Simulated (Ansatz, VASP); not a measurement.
One calculation of Rb4Ta4GaSe4, two programs

```
Ta Rb Se Ga
1.0
     0.00000    5.63539    5.63539
     5.63539    0.00000    5.63539
     5.63539    5.63539    0.00000
Ta Rb Se Ga
4 4 4 1
Direct
  0.58078 0.58078 0.58078
  0.25766 0.58078 0.58078
  0.58078 0.58078 0.25766
  0.58078 0.25766 0.58078
  0.86021 0.86021 0.86021
  0.41936 0.86021 0.86021
  0.86021 0.86021 0.41936
  0.86021 0.41936 0.86021
  0.36235 0.36235 0.36235
  0.91296 0.36235 0.36235
  0.36235 0.36235 0.91296
  0.36235 0.91296 0.36235
  0.00000 0.00000 0.00000
```

Alike in both runs: functional r2SCAN; k mesh 5 × 5 × 5; occupations fermi-dirac, width 0.0303 eV; no spin polarisation.

Ansatz relaxed the structure, and its values are those at the end. VASP's run is a single point on that final structure, the one shown.

```csv
,VASP,Ansatz
version,VASP 6.6.1,Ansatz 0.2.0
potentials or method,"VASP PAW PBE potentials, release 64 (Ta_pv, Rb_sv, Se, Ga_d), cutoff 520 eV",PAW plane waves
valence electrons in the cell,117,165
```

Ansatz gave:

* pressure (GPa): 8.7
* rms of the force components (eV/Å): 0.008

Q: Which values does VASP return?

A: Pressure (GPa): 8.9; rms of the force components (eV/Å): 0.031.

VASP's potentials were made for PBE, not for r2SCAN. With one functional, cell and mesh, what is left measures potentials, basis and numerics. VASP's potentials hold 117 valence electrons a cell and Ansatz's 165, so a difference there can come from the potentials and not from the codes. Ansatz's warnings: stress scf threshold loose.

Neither program's run includes spin-orbit coupling.
